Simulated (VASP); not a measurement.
# HfN (Fm-3m) in VASP: notebook

Runs on HfN. Level: LDA. Tasks: vibrations by perturbation theory, elastic constants.

Everything below comes from runs of VASP 6.6.1. Logs are shortened: lines on timing, memory, paths and dates and some standing lists are left out, and cuts for length are marked.

**1. The cell of the first run**

The structure is cubic, space group Fm-3m (No. 225). The conventional cell has a = 4.454 Å, b = 4.454 Å, c = 4.454 Å, α = 90.00°, β = 90.00°, γ = 90.00°. Within 2.9 Å of Hf (site symmetry m-3m) lie 6 N at 2.23 Å. N (site symmetry m-3m) has 6 Hf at 2.23 Å within 2.9 Å.

**2. Vibrations by perturbation theory, LDA**

File INCAR:

```
PREC = Accurate
ENCUT = 520
EDIFF = 1E-8
ISMEAR = -1
SIGMA = 0.15
LREAL = F
LASPH = T
NELM = 100
ALGO = Normal
ISIF = 2
LWAVE = F
LCHARG = F
NBANDS = 14
IBRION = 8
NSW = 1
```

File KPOINTS:

```
Automatic mesh
0
Gamma
  16 16 16
```

File POSCAR:

```
HfN
1.0
    0.0000000000      2.2271174279      2.2271174279
    2.2271174279      0.0000000000      2.2271174279
    2.2271174279      2.2271174279      0.0000000000
Hf N
1 1
Direct
    0.0000000000      0.0000000000      0.0000000000
    0.5000000000      0.5000000000      0.5000000000
```

Potentials or basis: VASP PAW LDA potentials, release 64 (Hf_pv, N).

Run with:

```
> cat potpaw_LDA.64/Hf_pv/POTCAR potpaw_LDA.64/N/POTCAR > POTCAR
> mpirun -np 1 vasp_std > vasp.out
```

OUTCAR:

```text
PREC = Accurate
   ENCUT = 520
   EDIFF = 1E-8
   ISMEAR = -1
   LREAL = F
   LASPH = T
   NELM = 100
   ISIF = 2
   IBRION = 8
   NSW = 1

 ion  position               nearest neighbor table
   1  0.000  0.000  0.000-   2 2.23   2 2.23   2 2.23   2 2.23   2 2.23   2 2.23
   2  0.500  0.500  0.500-   1 2.23   1 2.23   1 2.23   1 2.23   1 2.23   1 2.23

  LATTYP: Found a face centered cubic cell.
 ALAT       =     4.4542348558

  Lattice vectors:

 A1 = (   0.0000000000,   2.2271174279,   2.2271174279)
 A2 = (   2.2271174279,   0.0000000000,   2.2271174279)
 A3 = (   2.2271174279,   2.2271174279,   0.0000000000)

Analysis of symmetry for initial positions (statically):
=====================================================================
 Subroutine PRICEL returns:
 Original cell was already a primitive cell.

 Routine SETGRP: Setting up the symmetry group for a
 face centered cubic supercell.

 Subroutine GETGRP returns: Found 48 space group operations
 (whereof 48 operations were pure point group operations)
 out of a pool of 48 trial point group operations.

The static configuration has the point symmetry O_h .

Analysis of symmetry for dynamics (positions and initial velocities):
=====================================================================
 Subroutine PRICEL returns:
 Original cell was already a primitive cell.

 Routine SETGRP: Setting up the symmetry group for a
 face centered cubic supercell.

 Subroutine GETGRP returns: Found 48 space group operations
 (whereof 48 operations were pure point group operations)
 out of a pool of 48 trial point group operations.

The dynamic configuration has the point symmetry O_h .

 Subroutine INISYM returns: Found 48 space group operations
 (whereof 48 operations are pure point group operations),
 and found     1 'primitive' translations

----------------------------------------------------------------------------------------

                                     Primitive cell

[... 565 lines left out ...]

 VOLUME and BASIS-vectors are now :
 -----------------------------------------------------------------------------
  energy-cutoff  :      520.00
  volume of cell :       22.09
      direct lattice vectors                 reciprocal lattice vectors
     0.000000000  2.227117428  2.227117428    -0.224505450  0.224505450  0.224505450
     2.227117428  0.000000000  2.227117428     0.224505450 -0.224505450  0.224505450
     2.227117428  2.227117428  0.000000000     0.224505450  0.224505450 -0.224505450

 POSITION                                       TOTAL-FORCE (eV/Angst)
 -----------------------------------------------------------------------------------
      0.00000      0.00000      0.00000        -0.000000     -0.000000      0.000000
      2.22712      2.22712      2.22712         0.000000      0.000000     -0.000000
 -----------------------------------------------------------------------------------
    total drift:                                0.000000     -0.000000     -0.000000

  FREE ENERGIE OF THE ION-ELECTRON SYSTEM (eV)
  ---------------------------------------------------
  free  energy   TOTEN  =       -23.8910560667 eV

  energy  without entropy=      -23.8497324370  energy(sigma->0) =      -23.87039425

[... ionic steps 2 to 3 ...]

--------------------------------------- Ionic step        4  -------------------------------------------

------------------------ aborting loop because EDIFF is reached ----------------------------------------

[... ionic steps 5 to 6 ...]

--------------------------------------- Ionic step        7  -------------------------------------------

 Free energy of the ion-electron system (eV)
  ---------------------------------------------------
  ---------------------------------------------------
  free energy    TOTEN  =        -0.23015486 eV

  energy without entropy =       -0.23015486

------------------------ aborting loop because EDIFF is reached ----------------------------------------

 INTERNAL STRAIN TENSOR  FOR ION    2  DIRECTION 1   (eV/Angst):
 -----------------------------------------------------------------------------
     0.02584 -0.00000  0.00000
     0.00000 -0.01556  0.00000
     0.00000  0.00000 -0.01556

 INTERNAL STRAIN TENSOR FOR ION    2 for displacements in x,y,z  (eV/Angst):
          X           Y           Z          XY          YZ          ZX
  --------------------------------------------------------------------------------
  x     0.00000     0.00000     0.00000     0.00000     0.00000     0.00000
  y     0.00000     0.00000     0.00000     0.00000     0.00000     0.00000
  z     0.00000     0.00000     0.00000     0.00000     0.00000     0.00000

 SECOND DERIVATIVES (NOT SYMMETRIZED)
 ------------------------------------
               1X          1Y          1Z          2X          2Y          2Z
  1X   -13.289563    0.000000    0.000000   13.289563    0.000000    0.000000
  1Y     0.000000  -13.289563    0.000000    0.000000   13.289563    0.000000
  1Z     0.000000    0.000000  -13.289563    0.000000    0.000000   13.289563
  2X    13.299499    0.000000    0.000000  -13.299499    0.000000    0.000000
  2Y     0.000000   13.299499    0.000000    0.000000  -13.299499    0.000000
  2Z     0.000000    0.000000   13.299499    0.000000    0.000000  -13.299499

 Eigenvectors and eigenvalues of the dynamical matrix
 ----------------------------------------------------

   1 f  =   15.822508 THz    99.415748 2PiTHz  527.782045 cm-1    65.436604 meV
             X         Y         Z           dx          dy          dz
      0.000000  0.000000  0.000000     0.190638   -0.190638   -0.000000
      2.227117  2.227117  2.227117    -0.680924    0.680924   -0.000000
[... 21 lines left out ...]
   6 f/i=    0.001535 THz     0.009646 2PiTHz    0.051207 cm-1     0.006349 meV
             X         Y         Z           dx          dy          dz
      0.000000  0.000000  0.000000    -0.001920    0.085565   -0.959161
      2.227117  2.227117  2.227117    -0.000537    0.023956   -0.268536

--------------------------------------------------------------------------------------------------------

 ELASTIC MODULI CONTR FROM IONIC RELAXATION (kBar)
 Direction    XX          YY          ZZ          XY          YZ          ZX
 --------------------------------------------------------------------------------
 XX           0.0000      0.0000      0.0000      0.0000      0.0000      0.0000
 YY           0.0000      0.0000      0.0000      0.0000      0.0000      0.0000
 ZZ           0.0000      0.0000      0.0000      0.0000      0.0000      0.0000
 XY           0.0000      0.0000      0.0000      0.0000      0.0000      0.0000
 YZ           0.0000      0.0000      0.0000      0.0000      0.0000      0.0000
 ZX           0.0000      0.0000      0.0000      0.0000      0.0000      0.0000
 --------------------------------------------------------------------------------
```

It took 96 s on 1 thread of Intel Xeon 6975P-C (Granite Rapids), shared host; peak memory 0.37 GiB.

What came out:

| Property | Result |
| --- | --- |
| Highest phonon frequency at Γ | 528 cm⁻¹ |

Phonon frequencies in cm⁻¹ (negative: imaginary):
```
              q point        frequencies
(0.000, 0.000, 0.000)  0 0 0 528 528 528
```

Caveat: the cell stands under pressure or tension, which shifts response properties; spin-orbit coupling is left out, which moves the levels of the heavy elements.

(Continued in part 2 of 2.)
